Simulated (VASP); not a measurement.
# Pd (I4/mmm) in VASP: further runs

Runs on Pd. Level: PBEsol. Tasks: single point.

Program: VASP 6.6.1. These are calculated values, not measurements. Logs are shortened: lines on timing, memory, paths and dates and some standing lists are left out, and cuts for length are marked.

## (1) The cell of the first run

It takes space group I4/mmm (No. 139, tetragonal). Conventional cell: a = 3.032 Å, b = 3.032 Å, c = 3.176 Å, α = 90.00°, β = 90.00°, γ = 90.00°. Pd (site symmetry 4/mmm) has 14 Pd at 2.67 to 3.18 Å within 3.5 Å.

## (2) Single point, PBEsol (uniaxial strain along c: +3.0 %, then relaxed in part)

The input, INCAR:

```
SYSTEM = Pd
ALGO = Fast
EDIFF = 1E-6
ENCUT = 520
GGA = PS
ISIF = 2
ISMEAR = 0
LASPH = .TRUE.
LCHARG = .TRUE.
LELF = .TRUE.
LREAL = .FALSE.
LVHAR = .TRUE.
LWAVE = .FALSE.
NBANDS = 17
NELM = 60
PREC = Accurate
SIGMA = 0.1
```

The input, KPOINTS:

```
k-points
0
G
  14 14 14
  0 0 0
```

The input, POSCAR:

```
Pd
1.0
    3.0320380379      0.0000000000      0.0000000000
    0.0000000000      3.0320380379      0.0000000000
    0.0000000000      0.0000000000      3.1761273234
Pd
2
Direct
    0.0000000000      0.0000000000      0.0000000000
    0.5000000000      0.5000000000      0.5000000000
```

Potentials or basis: VASP PAW PBE potentials, release 64 (Pd).

Command:

```sh
$ cat potpaw_PBE.64/Pd/POTCAR > POTCAR
$ mpirun -np 1 vasp_std > vasp.out
```

OUTCAR:

```text
SYSTEM = Pd
   EDIFF = 1E-6
   ENCUT = 520
   GGA = PS
   ISIF = 2
   ISMEAR = 0
   LASPH = .TRUE.
   LREAL = .FALSE.
   NELM = 60
   PREC = Accurate

 ion  position               nearest neighbor table
   1  0.000  0.000  0.000-   2 2.67   2 2.67   2 2.67   2 2.67   2 2.67   2 2.67   2 2.67   2 2.67

   2  0.500  0.500  0.500-   1 2.67   1 2.67   1 2.67   1 2.67   1 2.67   1 2.67   1 2.67   1 2.67

  LATTYP: Found a simple tetragonal cell.
 ALAT       =     3.0320380379
 C/A-ratio  =     1.0475222552

  Lattice vectors:

 A1 = (   3.0320380379,   0.0000000000,   0.0000000000)
 A2 = (   0.0000000000,   3.0320380379,   0.0000000000)
 A3 = (   0.0000000000,   0.0000000000,   3.1761273234)

Analysis of symmetry for initial positions (statically):
=====================================================================
 Subroutine PRICEL returns following result:

  LATTYP: Found a body centered tetragonal cell.
 ALAT       =     3.0320380379
 C/A-ratio  =     1.0475222552

  Lattice vectors:

 A1 = (  -1.5160190190,  -1.5160190190,  -1.5880636617)
 A2 = (   1.5160190190,   1.5160190190,  -1.5880636617)
 A3 = (   1.5160190190,  -1.5160190189,   1.5880636617)

   2 primitive cells build up your supercell.

 Routine SETGRP: Setting up the symmetry group for a
 simple tetragonal supercell.

 Subroutine GETGRP returns: Found 16 space group operations
 (whereof 16 operations were pure point group operations)
 out of a pool of 16 trial point group operations.

The static configuration has the point symmetry D_4h.

Analysis of symmetry for dynamics (positions and initial velocities):
=====================================================================
 Subroutine PRICEL returns following result:

  LATTYP: Found a body centered tetragonal cell.
 ALAT       =     3.0320380379
 C/A-ratio  =     1.0475222552

  Lattice vectors:

 A1 = (  -1.5160190190,  -1.5160190190,  -1.5880636617)
 A2 = (   1.5160190190,   1.5160190190,  -1.5880636617)
 A3 = (   1.5160190190,  -1.5160190189,   1.5880636617)

   2 primitive cells build up your supercell.

 Routine SETGRP: Setting up the symmetry group for a
 simple tetragonal supercell.

 Subroutine GETGRP returns: Found 16 space group operations
 (whereof 16 operations were pure point group operations)
 out of a pool of 16 trial point group operations.

The dynamic configuration has the point symmetry D_4h.

 Subroutine INISYM returns: Found 16 space group operations
 (whereof 16 operations are pure point group operations),
 and found     2 'primitive' translations

----------------------------------------------------------------------------------------

                                     Primitive cell

  volume of cell :      14.5995

  direct lattice vectors                    reciprocal lattice vectors
    -1.516019019 -1.516019019 -1.588063662     0.000000000 -0.329811166 -0.314848839
     1.516019019  1.516019019 -1.588063662     0.329811166  0.000000000 -0.314848839
     1.516019019 -1.516019019  1.588063662     0.329811166 -0.329811166  0.000000000

  length of vectors
     2.668065502  2.668065502  2.668065502     0.455966223  0.455966223  0.466423424

  position of ions in fractional coordinates (direct lattice)
     0.000000000  0.000000000  0.000000000

  ion indices of the primitive-cell ions
   primitive index   ion index
                 1           1

----------------------------------------------------------------------------------------

 KPOINTS: k-points

Automatic generation of k-mesh.
 Grid dimensions read from file:
 generate k-points for:   14   14   14

 Generating k-lattice:

  Cartesian coordinates                     Fractional coordinates (reciprocal lattice)
     0.023557940  0.000000000  0.000000000     0.071428571  0.000000000  0.000000000
     0.000000000  0.023557940  0.000000000     0.000000000  0.071428571  0.000000000
     0.000000000  0.000000000  0.022489203     0.000000000  0.000000000  0.071428571

  Length of vectors
     0.023557940  0.023557940  0.022489203

  Shift w.r.t. Gamma in fractional coordinates (k-lattice)
     0.000000000  0.000000000  0.000000000

 Subroutine IBZKPT returns following result:
 ===========================================

 Found    288 irreducible k-points:

 Following reciprocal coordinates:
            Coordinates               Weight
  0.000000  0.000000  0.000000      1.000000
  0.071429  0.000000  0.000000      4.000000
  0.142857  0.000000  0.000000      4.000000
  0.214286  0.000000  0.000000      4.000000
  0.285714  0.000000  0.000000      4.000000
  0.357143  0.000000  0.000000      4.000000
[... 16 lines left out ...]
  0.285714  0.214286  0.000000      8.000000
  0.357143  0.214286  0.000000      8.000000
 [... further k-points ...]
   k-points           NKPTS =    288   k-points in BZ     NKDIM =    288   number of bands    NBANDS=     17
   number of dos      NEDOS =    301   number of ions     NIONS =      2
   total plane-waves  NPLWV =  13824
   dimension x,y,z NGX =    24 NGY =   24 NGZ =   24
   dimension x,y,z NGXF=    48 NGYF=   48 NGZF=   48
   ions per type =               2
   NGX,Y,Z   is equivalent  to a cutoff of  13.16, 13.16, 12.56 a.u.
   NGXF,Y,Z  is equivalent  to a cutoff of  26.32, 26.32, 25.12 a.u.
 SYSTEM =  Pd
   PREC   = accura    normal or accurate (medium, high low for compatibility)
   ISTART =      0    job   : 0-new  1-cont  2-samecut
   ICHARG =      2    charge: 1-file 2-atom 10-const
   ISPIN  =      1    spin polarized calculation?
   LNONCOLLINEAR =      F non collinear calculations
   LSORBIT =      F    spin-orbit coupling
   LASPH  =      T    aspherical Exc in radial PAW
   ENCUT  =  520.0 eV  38.22 Ry    6.18 a.u.   5.64  5.64  5.91*2*pi/ulx,y,z
   NELM   =     60;   NELMIN=  2; NELMDL= -5     # of ELM steps
   EDIFF  = 0.1E-05   stopping-criterion for ELM
   LREAL  =      F    real-space projection
   EDIFFG = 0.1E-04   stopping-criterion for IOM
   NSW    =      0    number of steps for IOM
   IBRION =     -1    ionic relax: 0-MD 1-quasi-New 2-CG
   NFREE  =      0    steps in history (QN), initial steepest desc. (CG)
   ISIF   =      2    stress and relaxation
   ISYM   =      2    0-nonsym 1-usesym 2-fastsym
   POTIM  = 0.5000    time-step for ionic-motion
   TEBEG  =    0.0;   TEEND  =   0.0 temperature during run
   PSTRESS=    0.0 pullay stress
   NELECT =      20.0000    total number of electrons
   NUPDOWN=      -1.0000    fix difference up-down
   EMIN   =  10.00;   EMAX   =-10.00  energy-range for DOS
   EFERMI =   0.00;   METHOD = LEGACY
   ISMEAR =     0;   SIGMA  =   0.10  broadening in eV -4-tet -1-fermi 0-gaus
   EFERMI_NEDOS =   21; number of points for ismear=-14 and -15
   IALGO  =     68    algorithm
   IMIX   =      4    mixing-type and parameters
     AMIX     =   0.40;   BMIX     =  1.00
     AMIX_MAG =   1.60;   BMIX_MAG =  1.00
  volume/ion in A,a.u.               =      14.60        98.52
  Fermi-wavevector in a.u.,A,eV,Ry     =   1.443098  2.727059 28.334558  2.082531
  Thomas-Fermi vector in A             =   2.561544
   LORBIT       =      0    0 simple, 1 ext, 2 COOP (PROOUT), +10 PAW based schemes
   GGA     = PS    functional components
   LHFCALC =     F    Hartree Fock is set to
   AEXX    =    0.0000 exact exchange contribution
   IVDW    =     0    specifies the selected vdW correction
   LEPSILON=     F    determine dielectric tensor
   LRPA    =     F    only Hartree local field effects (RPA)
 non-spin polarized calculation
 RMM-DIIS sequential band-by-band and
 Gauss-broadening in eV      SIGMA  =   0.10
  energy-cutoff  :      520.00
  volume of cell :       29.20
 maximum number of plane-waves:       820
 NGX is ok and might be reduce to    24
   NGX = 11   NGY = 11   NGZ = 11

 number of electron      19.9999991 magnetization

 Free energy of the ion-electron system (eV)
  ---------------------------------------------------
  ext. energy  EPLUGINS =         0.00000000
  ---------------------------------------------------
  free energy    TOTEN  =       -11.82342828 eV

  energy without entropy =      -11.81101727  energy(sigma->0) =      -11.81722277

 E-fermi :   9.7784     XC(G=0): -13.4389

 val. band max:        9.7637534911   @ k =   0.4286   0.2143   0.0000
 cond. band min:       9.7804645436   @ k =   0.2143   0.0000   0.4286
 fundamental gap:      0.0167110524
 Fermi energy:         9.7783887734

 k-point     1 :       0.0000    0.0000    0.0000
  band No.  band energies     occupation
      1       2.4820      2.00000
      2       4.4032      2.00000
      3       4.4488      2.00000
      4       6.6709      2.00000
      5       6.6709      2.00000
      6       6.9954      2.00000
[... 9 lines left out ...]
     16      28.1217      0.00000
     17      28.1441      0.00000

 k-point     2 :       0.0714    0.0000    0.0000
  band No.  band energies     occupation
      1       2.5848      2.00000
      2       4.4561      2.00000
      3       4.5118      2.00000
      4       6.6687      2.00000
      5       6.7076      2.00000
      6       6.9916      2.00000
[... 9 lines left out ...]
     16      28.0624      0.00000
     17      28.6997      0.00000

 k-point     3 :       0.1429    0.0000    0.0000
  band No.  band energies     occupation
      1       2.8865      2.00000
      2       4.6024      2.00000
      3       4.7015      2.00000
      4       6.6669      2.00000
      5       6.8165      2.00000
      6       6.9854      2.00000
[... 9 lines left out ...]
     16      27.9034      0.00000
     17      28.9096      0.00000

 k-point     4 :       0.2143    0.0000    0.0000
  band No.  band energies     occupation
      1       3.3650      2.00000
      2       4.8343      2.00000
      3       4.9901      2.00000
      4       6.6790      2.00000
      5       6.9899      2.00000
      6       6.9941      2.00000
[... 9 lines left out ...]
     16      27.7153      0.00000
     17      28.4000      0.00000

 k-point     5 :       0.2857    0.0000    0.0000
  band No.  band energies     occupation
      1       3.9770      2.00000
      2       5.1463      2.00000
      3       5.3213      2.00000
      4       6.7235      2.00000
      5       7.0236      2.00000
      6       7.2345      2.00000
[... 9 lines left out ...]
     16      27.5579      0.00000
     17      27.9436      0.00000

 k-point     6 :       0.3571    0.0000    0.0000
  band No.  band energies     occupation
      1       4.6463      2.00000
      2       5.5208      2.00000
      3       5.6218      2.00000
      4       6.8202      2.00000
      5       7.1059      2.00000
      6       7.4598      2.00000
[... 9 lines left out ...]
     16      27.4617      0.00000
     17      27.5294      0.00000

 k-point     7 :       0.4286    0.0000    0.0000
  band No.  band energies     occupation
      1       5.2511      2.00000
      2       5.7430      2.00000
      3       5.9887      2.00000
      4       6.9672      2.00000
      5       6.9867      2.00000
      6       7.2537      2.00000
[... 9 lines left out ...]
     16      27.0287      0.00000
     17      27.7568      0.00000

 k-point     8 :       0.5000    0.0000    0.0000
  band No.  band energies     occupation
      1       5.6445      2.00000
      2       5.6445      2.00000
      3       6.4671      2.00000
      4       6.4671      2.00000
      5       7.2355      2.00000
      6       7.2355      2.00000
[... 9 lines left out ...]
     16      26.4177      0.00000
     17      27.5339      0.00000
[... 203 lines left out ...]
      1       4.7210      2.00000
      2       5.4362      2.00000
      3       5.8996      2.00000
      4       6.2559      2.00000
      5       6.9664      2.00000
      6       7.2308      2.00000
[... 9 lines left out ...]
     16      26.1405      0.00000
     17      27.2758      0.00000

 k-point    20 :       0.4286    0.1429    0.0000
  band No.  band energies     occupation
      1       5.1485      2.00000
      2       5.5326      2.00000
      3       6.2178      2.00000
      4       6.3629      2.00000
      5       6.8274      2.00000
      6       6.8507      2.00000
[... 9 lines left out ...]
     16      26.0066      0.00000
     17      26.6553      0.00000

 k-point    21 :       0.5000    0.1429    0.0000
  band No.  band energies     occupation
      1       5.4304      2.00000
      2       5.4304      2.00000
      3       6.5442      2.00000
      4       6.5442      2.00000
      5       6.5602      2.00000
      6       6.5602      2.00000
[... 9 lines left out ...]
     16      26.2402      0.00000
     17      26.3271      0.00000

 k-point    22 :       0.2143    0.2143    0.0000
  band No.  band energies     occupation
      1       4.0273      2.00000
      2       5.1022      2.00000
      3       5.5407      2.00000
      4       6.0942      2.00000
      5       6.9791      2.00000
      6       7.6664      2.00000
[... 9 lines left out ...]
     16      27.0756      0.00000
     17      28.1841      0.00000

 k-point    23 :       0.2857    0.2143    0.0000
  band No.  band energies     occupation
      1       4.3939      2.00000
      2       5.2041      2.00000
      3       5.9215      2.00000
      4       5.9762      2.00000
      5       7.1215      2.00000
      6       7.1674      2.00000
[... 9 lines left out ...]
     16      25.8904      0.00000
     17      27.4851      0.00000

 k-point    24 :       0.3571    0.2143    0.0000
  band No.  band energies     occupation
      1       4.7073      2.00000
      2       5.2527      2.00000
      3       5.9380      2.00000
      4       6.3092      2.00000
      5       6.7355      2.00000
      6       7.2725      2.00000
[... 9 lines left out ...]
     16      25.7032      0.00000
     17      26.7774      0.00000

 [... further k-points ...]

------------------------ aborting loop because EDIFF is reached ----------------------------------------

  FORCE on cell =-STRESS in cart. coord.  units (eV):
  Direction    XX          YY          ZZ          XY          YZ          ZX
  --------------------------------------------------------------------------------------
  -------------------------------------------------------------------------------------
  Total       -0.0629587     -0.0629587      0.3867681      0.0000000      0.0000000      0.0000000
  in kB       -3.4546097     -3.4546097     21.2223796      0.0000000      0.0000000      0.0000000
  external PRESSURE =       4.7710534 kB  Pullay stress =       0.0000000 kB

 VOLUME and BASIS-vectors are now :
 -----------------------------------------------------------------------------
  energy-cutoff  :      520.00
  volume of cell :       29.20
      direct lattice vectors                 reciprocal lattice vectors
     3.032038038  0.000000000  0.000000000     0.329811166  0.000000000  0.000000000
     0.000000000  3.032038038  0.000000000     0.000000000  0.329811166  0.000000000
     0.000000000  0.000000000  3.176127323     0.000000000  0.000000000  0.314848839

 POSITION                                       TOTAL-FORCE (eV/Angst)
 -----------------------------------------------------------------------------------
      0.00000      0.00000      0.00000         0.000000     -0.000000     -0.000000
      1.51602      1.51602      1.58806        -0.000000      0.000000      0.000000
 -----------------------------------------------------------------------------------
    total drift:                                0.000000      0.000000     -0.000000

  FREE ENERGIE OF THE ION-ELECTRON SYSTEM (eV)
  ---------------------------------------------------
  free  energy   TOTEN  =       -11.8234282832 eV

  energy  without entropy=      -11.8110172666  energy(sigma->0) =      -11.81722277
```

Wall time 2.1 min (1 thread of Intel Xeon 8259CL, shared host); peak memory 0.23 GiB.

What came out:

- Free energy: -11.8234 eV
- Pressure: 0.5 GPa
- Band gap on the k mesh: zero (bands 10 and 11 overlap by 1.18 eV)

Stress tensor (GPa, compression positive):
```
-0.35  0.00  0.00
 0.00 -0.35  0.00
 0.00  0.00  2.12
```

Levels at points of the mesh, in eV from the Fermi level:
| k point | band 6 | band 7 | band 8 | band 9 | band 10 | band 11 | band 12 | band 13 | band 14 | band 15 |
| --- | --- | --- | --- | --- | --- | --- | --- | --- | --- | --- |
| (0.00, 0.00, 0.00) | -2.78 | -1.17 | -0.79 | 0.18 | 0.28 | 0.28 | 8.25 | 9.70 | 9.70 | 16.84 |
| (0.50, 0.00, 0.00) | -2.54 | -2.30 | -2.30 | -1.54 | -1.54 | 0.92 | 0.92 | 16.40 | 16.40 | 16.64 |
| (0.50, 0.50, 0.00) | -0.78 | -0.59 | -0.59 | 0.68 | 0.68 | 1.53 | 1.53 | 8.36 | 8.36 | 14.75 |
| (0.00, 0.00, 0.50) | -2.25 | -2.25 | -2.25 | -1.42 | -1.42 | 0.30 | 0.30 | 17.15 | 17.15 | 17.15 |
| (0.50, 0.00, 0.50) | -1.25 | -0.68 | -0.68 | 0.61 | 0.61 | 1.20 | 1.20 | 7.86 | 7.86 | 15.32 |
| (0.50, 0.50, 0.50) | -3.62 | -0.76 | -0.76 | -0.55 | -0.55 | 8.92 | 8.92 | 9.44 | 9.44 | 9.44 |

Caveat: the cell differs from its parent crystal (uniaxial strain along c: +3.0 %, then relaxed in part); the PAW data sets were made with another functional, which shifts forces and pressure a little.

(Continued in part 2 of 2.)
